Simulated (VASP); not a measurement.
A run of VASP 6.6.1 is set up as follows.

Contents of INCAR:

```
SYSTEM = Eu
PREC = Accurate
ENCUT = 520
EDIFF = 1E-6
ISMEAR = -1
SIGMA = 0.1
LREAL = .False.
LASPH = .True.
NELM = 150
ALGO = Normal
ISIF = 2
LWAVE = .False.
LCHARG = .False.
ISPIN = 2
MAGMOM = 7 7
LORBIT = 11
LMAXMIX = 6
GGA = PE
NBANDS = 28
```

KPOINTS

```
regular mesh
0
Gamma
  12 12 7
  0 0 0
```

File POSCAR:

```
Eu
1.0
    3.6021715202      0.0000000000      0.0000000000
   -1.8010857601      3.1195720453      0.0000000000
    0.0000000000      0.0000000000      5.8138462735
Eu
2
Direct
    0.3333333333      0.6666666667      0.2500000000
    0.6666666667      0.3333333333      0.7500000000
```

Potentials or basis: VASP PAW PBE potentials, release 64 (Eu).

Command:

```console
$ cat potpaw_PBE.64/Eu/POTCAR > POTCAR
$ mpirun -np 1 vasp_std > vasp.out
```

Question: Estimate the net moment.

Answer: 14.73 μB per cell.

Question: Predict the site moments.

Answer: Eu +6.68 μB.

Question: Estimate the pressure.

Answer: 5.1 GPa.

Caveat: the cell stands under pressure. The state reached can hang on the start; a lower one may exist.
